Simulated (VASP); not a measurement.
The system is Si4O.

```
CELL_PARAMETERS angstrom
4.84988 0.00000 0.00000
0.00000 4.84988 0.00000
0.00000 0.00000 3.13806
ATOMIC_POSITIONS crystal
Si 0.68120 0.68459 0.50000
Si 0.31880 0.31541 0.50000
Si 0.31541 0.68120 0.50000
Si 0.68459 0.31880 0.50000
O 0.50000 0.50000 0.00000
```

The cell was generated, and may not be a known phase.

* Program: VASP 6.6.1
* Task: relaxation of cell and atoms
* Functional: PBE
* Potentials or basis: VASP PAW PBE potentials, release 64 (Si, O)
* Cutoff: 600 eV
* k mesh: 4 × 4 × 6
* Occupations: gaussian, width 0.1 eV
* Spin: no spin polarisation

At the start: pressure 101.9 GPa; volume 14.76 Å³/atom.

Problem. Where does the relaxation end?

Solution. Over 23 steps the energy falls by 3280.8 meV/atom and the volume is 14.56 Å³/atom (-1.4 %); space group P4/mmm (No. 123, to 0.1 Å) before and after.

The path:
```
step  energy change (eV)  largest force (eV/Å)  pressure (GPa)  volume (Å³)
   1              0.0000               24.4467          101.86        73.81
   2             -6.6144                1.1506           -5.40       221.33
   3             -7.5283                0.6300           -6.82       205.84
   4             -8.2307                0.0591           -7.82       193.12
   5            -12.1899                0.1590          -13.37       124.61
   6            -14.8994                0.6423          -12.65        97.15
   7            -15.7683                0.2607           -3.54        84.98
   8            -15.7681                0.5031           -2.00        83.88
   9            -15.7711                0.3836           -2.76        84.41
  10            -15.7722                0.4228           -2.49        84.19
  11            -15.8295                0.4079           -0.76        81.44
  12            -15.8599                0.3466            2.78        77.05
  13            -15.8909                0.3264            2.70        76.42
  14            -15.9931                0.0923            3.13        74.53
  15            -16.1186                0.4561            5.82        70.73
  16            -16.1942                0.5598            5.01        70.72
  17            -16.2925                0.7846            3.57        70.56
  18            -16.2941                0.7835            3.45        70.52
  19            -16.3372                0.6214            2.26        71.25
  20            -16.3965                0.1946           -0.98        73.47
  21            -16.3971                0.1509           -1.28        73.71
  22            -16.4016                0.0885           -0.73        73.32
  23            -16.4038                0.0169            0.04        72.79
```

Final structure:
```yaml
crystal:
  lattice:
    - [5.23145, 0.00000, 0.00000]
    - [0.00000, 5.23145, 0.00000]
    - [0.00000, 0.00000, 2.65974]
  atoms:
    - { symbol: Si, position: [0.75657, 0.76031, 0.50000] }
    - { symbol: Si, position: [0.24343, 0.23969, 0.50000] }
    - { symbol: Si, position: [0.23969, 0.75657, 0.50000] }
    - { symbol: Si, position: [0.76031, 0.24343, 0.50000] }
    - { symbol: O, position: [0.50000, 0.50000, 0.00000] }
```

Caveat: a cell axis changed by over 15 % at a fixed basis, so the end point is rough.
